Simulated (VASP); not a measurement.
Wanted: the native input for a VASP 6.6.1 run.

| Quantity | Value |
| --- | --- |
| Task | single point |
| Functional | PBE |
| Potentials or basis | VASP PAW PBE potentials, release 64 (Co, Ti_sv) |
| Cutoff | 520 eV |
| k mesh | 9 × 9 × 9 |
| Occupations | gaussian, width 0.018 eV |
| Spin | collinear spin, ferromagnetic start |
| Starting moments | [2.0, 1.0] μB |
| Dipole correction | no |
| Further INCAR settings | ALGO = Normal; EDIFF = 1e-06; NBANDS = 22 |

The structure of TiCo lies in POSCAR:

```
TiCo
1.0
    2.9861109900      0.0000000000      0.0000000000
    0.0000000000      2.9861109900      0.0000000000
    0.0000000000      0.0000000000      2.9861109900
Co Ti
1 1
Direct
    0.5000000000      0.5000000000      0.5000000000
    0.0000000000      0.0000000000      0.0000000000
```

These files were run (other wordings do the same):

INCAR

```
SYSTEM = TiCo
ALGO = Normal ; EDIFF = 1E-6
ENCUT = 520 ; GGA = PE
ISIF = 2 ; ISMEAR = 0
ISPIN = 2 ; LASPH = .TRUE.
LCHARG = .TRUE. ; LELF = .TRUE.
LMAXMIX = 4 ; LORBIT = 11
LREAL = .FALSE. ; LVHAR = .TRUE.
LWAVE = .FALSE. ; MAGMOM = 2 1
NBANDS = 22 ; NELM = 150
PREC = Accurate ; SIGMA = 0.018000000000000002
```

KPOINTS

```
k-points
0
G
  9 9 9
  0 0 0
```

Potentials or basis: VASP PAW PBE potentials, release 64 (Co, Ti_sv).

Launch:

```sh
$ cat potpaw_PBE.64/Co/POTCAR potpaw_PBE.64/Ti_sv/POTCAR > POTCAR
$ mpirun -np 1 vasp_std > vasp.out
```

Results of the run:

| Item | Value |
| --- | --- |
| Pressure | -0.8 GPa |
| Net moment | 0.84 μB per cell |
| Site moments | Co +0.92; Ti -0.03 μB |
| Valence electrons inside the program's atomic spheres | Co 8.29; Ti 10.29 |

Run time: 71 s on 1 thread of Intel Xeon 8259CL (shared host), peak memory 0.17 GiB.
